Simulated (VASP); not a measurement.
Runs of VASP 6.6.1 on Ni. The structure is that of space group Fd-3m (No. 227), or close to it. The cells are those of the table. 

```tsv
spin	cell	k mesh	smearing	gap on the mesh (eV)	pressure (GPa)	moment (μB)
off	a = 3.538 Å, angles 60.0°, 2 atoms	11 × 11 × 11	fermi-dirac 0.1 eV	none	(a)	-
collinear, ferromagnetic start	a = 3.493 Å, angles 60.0°, 2 atoms	12 × 12 × 12	fermi-dirac 0.05 eV	none	(b)	1.55
off	a = 3.584 Å, angles 60.0°, 2 atoms	12 × 12 × 12	fermi-dirac 0.1 eV	none	-3.8	-
collinear, ferromagnetic start	a = 3.540 Å, angles 60.0°, 2 atoms	18 × 18 × 18	fermi-dirac 0.05 eV	none	-0.1	1.57
off	a = 3.441 Å, angles 60.0°, 2 atoms	12 × 12 × 12	fermi-dirac 0.1 eV	none	10.5	-
```

Alike in all rows: task single point; level PBEsol; potentials or basis VASP PAW PBE potentials, release 64 (Ni); cutoff (eV) 520.

Q: Fill in the values left out.

A: (a) 0.1; (b) 4.6.

Caveats: the PAW data sets were made with another functional, which shifts forces and pressure a little.

A gap of «none» marks levels without a gap at the run's occupations.
